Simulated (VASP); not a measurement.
# Y (P6_3/mmc) in VASP: vibrations by perturbation theory with LDA

Aim: the vibrations by perturbation theory of Y with LDA.

Everything below comes from runs of VASP 6.6.1. Logs are shortened: lines on timing, memory, paths and dates and some standing lists are left out, and cuts for length are marked.

### 1 The cell of the first run

It takes space group P6_3/mmc (No. 194, hexagonal). Conventional cell: a = 3.538 Å, b = 3.538 Å, c = 5.549 Å, α = 90.00°, β = 90.00°, γ = 120.00°. Within 4.5 Å of Y (site symmetry -6m2) lie 12 Y at 3.45 to 3.54 Å.

### 2 Vibrations by perturbation theory, LDA

Input file INCAR:

```
SYSTEM = Y
ALGO = Fast
EDIFF = 1E-8
ENCUT = 520
IBRION = 8
ISIF = 2
ISMEAR = -1
LASPH = .True.
LCHARG = .False.
LREAL = .False.
LWAVE = .False.
NELM = 60
NSW = 1
PREC = Accurate
SIGMA = 0.15
```

Input file KPOINTS:

```
k-points
0
Gamma
  12 12 6
  0 0 0
```

Input file POSCAR:

```
Y
1.0
    3.5382468491      0.0000000028      0.0000000000
   -1.7691234270      3.0642116548      0.0000000000
    0.0000000000      0.0000000000      5.5492546514
Y
2
Direct
    0.3333333333      0.6666666667      0.2500000000
    0.6666666667      0.3333333333      0.7500000000
```

Potentials or basis: VASP PAW LDA potentials, release 64 (Y_sv).

Command:

```console
$ cat potpaw_LDA.64/Y_sv/POTCAR > POTCAR
$ mpirun -np 1 vasp_std > vasp.out
```

OUTCAR:

```text
SYSTEM = Y
   EDIFF = 1E-8
   ENCUT = 520
   IBRION = 8
   ISIF = 2
   ISMEAR = -1
   LASPH = .True.
   LREAL = .False.
   NELM = 60
   NSW = 1
   PREC = Accurate

 ion  position               nearest neighbor table
   1  0.333  0.667  0.250-   2 3.45   2 3.45   2 3.45   2 3.45   2 3.45   2 3.45
   2  0.667  0.333  0.750-   1 3.45   1 3.45   1 3.45   1 3.45   1 3.45   1 3.45

  LATTYP: Found a hexagonal cell.
 ALAT       =     3.5382468491
 C/A-ratio  =     1.5683627763

  Lattice vectors:

 A1 = (   3.5382468491,   0.0000000028,   0.0000000000)
 A2 = (  -1.7691234270,   3.0642116548,   0.0000000000)
 A3 = (   0.0000000000,   0.0000000000,   5.5492546514)

Analysis of symmetry for initial positions (statically):
=====================================================================
 Subroutine PRICEL returns:
 Original cell was already a primitive cell.

 Routine SETGRP: Setting up the symmetry group for a
 hexagonal supercell.

 Subroutine GETGRP returns: Found 24 space group operations
 (whereof 12 operations were pure point group operations)
 out of a pool of 24 trial point group operations.

The static configuration has the point symmetry D_3d.
 The point group associated with its full space group is D_6h.

Analysis of symmetry for dynamics (positions and initial velocities):
=====================================================================
 Subroutine PRICEL returns:
 Original cell was already a primitive cell.

 Routine SETGRP: Setting up the symmetry group for a
 hexagonal supercell.

 Subroutine GETGRP returns: Found 24 space group operations
 (whereof 12 operations were pure point group operations)
 out of a pool of 24 trial point group operations.

The dynamic configuration has the point symmetry D_3d.
 The point group associated with its full space group is D_6h.

 Subroutine INISYM returns: Found 24 space group operations
 (whereof 12 operations are pure point group operations),
 and found     1 'primitive' translations

----------------------------------------------------------------------------------------

[... 596 lines left out ...]
  energy-cutoff  :      520.00
  volume of cell :       60.16
      direct lattice vectors                 reciprocal lattice vectors
     3.538246849  0.000000003  0.000000000     0.282625843  0.163174107  0.000000000
    -1.769123427  3.064211655  0.000000000    -0.000000000  0.326348214  0.000000000
     0.000000000  0.000000000  5.549254651     0.000000000  0.000000000  0.180204381

 POSITION                                       TOTAL-FORCE (eV/Angst)
 -----------------------------------------------------------------------------------
     -0.00000      2.04281      1.38731         0.000000     -0.000000      0.000000
      1.76912      1.02140      4.16194        -0.000000      0.000000      0.000000
 -----------------------------------------------------------------------------------
    total drift:                               -0.000000      0.000000     -0.000000

  FREE ENERGIE OF THE ION-ELECTRON SYSTEM (eV)
  ---------------------------------------------------
  free  energy   TOTEN  =       -14.0207595316 eV

  energy  without entropy=      -13.7833626796  energy(sigma->0) =      -13.90206111

[... ionic steps 2 to 3 ...]

--------------------------------------- Ionic step        4  -------------------------------------------

------------------------ aborting loop because EDIFF is reached ----------------------------------------

[... ionic steps 5 to 5 ...]

--------------------------------------- Ionic step        6  -------------------------------------------

 Free energy of the ion-electron system (eV)
  ---------------------------------------------------
  ---------------------------------------------------
  free energy    TOTEN  =        -0.30058384 eV

  energy without entropy =       -0.30058384

------------------------ aborting loop because EDIFF is reached ----------------------------------------

 INTERNAL STRAIN TENSOR  FOR ION    1  DIRECTION 3   (eV/Angst):
 -----------------------------------------------------------------------------
     0.00171  0.00000 -0.00000
     0.00000  0.00171  0.00000
    -0.00000  0.00000 -0.00911

 INTERNAL STRAIN TENSOR FOR ION    2 for displacements in x,y,z  (eV/Angst):
          X           Y           Z          XY          YZ          ZX
  --------------------------------------------------------------------------------
  x    -0.00000     0.00000    -0.00000     1.45295     0.00000     0.00000
  y     1.45295    -1.45295     0.00000     0.00000     0.00000     0.00000
  z     0.00000     0.00000    -0.00000     0.00000    -0.00000    -0.00000

 SECOND DERIVATIVES (NOT SYMMETRIZED)
 ------------------------------------
               1X          1Y          1Z          2X          2Y          2Z
  1X    -1.174534    0.000000    0.000000    1.174534   -0.000000    0.000000
  1Y     0.000000   -1.174534    0.000000   -0.000000    1.174534    0.000000
  1Z    -0.000000    0.000000   -3.571260    0.000000    0.000000    3.571260
  2X     1.174534   -0.000000    0.000000   -1.174534    0.000000    0.000000
  2Y    -0.000000    1.174534    0.000000    0.000000   -1.174534    0.000000
  2Z     0.000000    0.000000    3.571260   -0.000000    0.000000   -3.571260

 Eigenvectors and eigenvalues of the dynamical matrix
 ----------------------------------------------------

   1 f  =    4.431094 THz    27.841383 2PiTHz  147.805377 cm-1    18.325523 meV
             X         Y         Z           dx          dy          dz
     -0.000000  2.042808  1.387314    -0.000000    0.000000   -0.707107
      1.769123  1.021404  4.161941     0.000000    0.000000    0.707107
[... 21 lines left out ...]
   6 f  =    0.000000 THz     0.000000 2PiTHz    0.000000 cm-1     0.000000 meV
             X         Y         Z           dx          dy          dz
     -0.000000  2.042808  1.387314     0.000000    0.000000    0.707107
      1.769123  1.021404  4.161941    -0.000000    0.000000    0.707107

--------------------------------------------------------------------------------------------------------

 ELASTIC MODULI CONTR FROM IONIC RELAXATION (kBar)
 Direction    XX          YY          ZZ          XY          YZ          ZX
 --------------------------------------------------------------------------------
 XX         -47.8637     47.8637     -0.0000      0.0000      0.0000      0.0000
 YY          47.8637    -47.8637      0.0000      0.0000      0.0000      0.0000
 ZZ          -0.0000      0.0000     -0.0000      0.0000     -0.0000     -0.0000
 XY           0.0000      0.0000      0.0000    -47.8637     -0.0000     -0.0000
 YZ           0.0000      0.0000     -0.0000     -0.0000     -0.0000     -0.0000
 ZX           0.0000      0.0000     -0.0000     -0.0000     -0.0000     -0.0000
 --------------------------------------------------------------------------------
```

OSZICAR:

```text
N       E                     dE             d eps       ncg     rms          rms(c)
DAV:   1     0.870116856906E+02    0.87012E+02   -0.11662E+04  2280   0.140E+03
[... 65 lines left out ...]
RMM:  16    -0.300583838404E+00   -0.10943E-06    0.24381E-06  7375   0.798E-04    0.248E-04
RMM:  17    -0.300583684270E+00    0.15413E-06    0.16447E-06  6981   0.669E-04    0.249E-04
RMM:  18    -0.300583714266E+00   -0.29996E-07    0.11044E-06  7130   0.561E-04    0.272E-04
RMM:  19    -0.300583772678E+00   -0.58411E-07    0.63945E-07  6727   0.477E-04    0.303E-04
RMM:  20    -0.300583803382E+00   -0.30705E-07    0.25920E-07  6839   0.409E-04    0.322E-04
RMM:  21    -0.300583764032E+00    0.39350E-07    0.62235E-08  6476   0.359E-04    0.338E-04
RMM:  22    -0.300583835803E+00   -0.71771E-07   -0.62787E-08  6598   0.310E-04    0.359E-04
 Linear response finished
```

It took 28 min on 1 thread of AMD EPYC 7R13, shared host; peak memory 0.6 GiB.

Results:

```yaml
Highest_phonon_frequency_at_Γ: 148 cm⁻¹
```

Phonon frequencies in cm⁻¹ (negative: imaginary):
```
              q point      frequencies
(0.000, 0.000, 0.000)  0 0 0 85 85 148
```
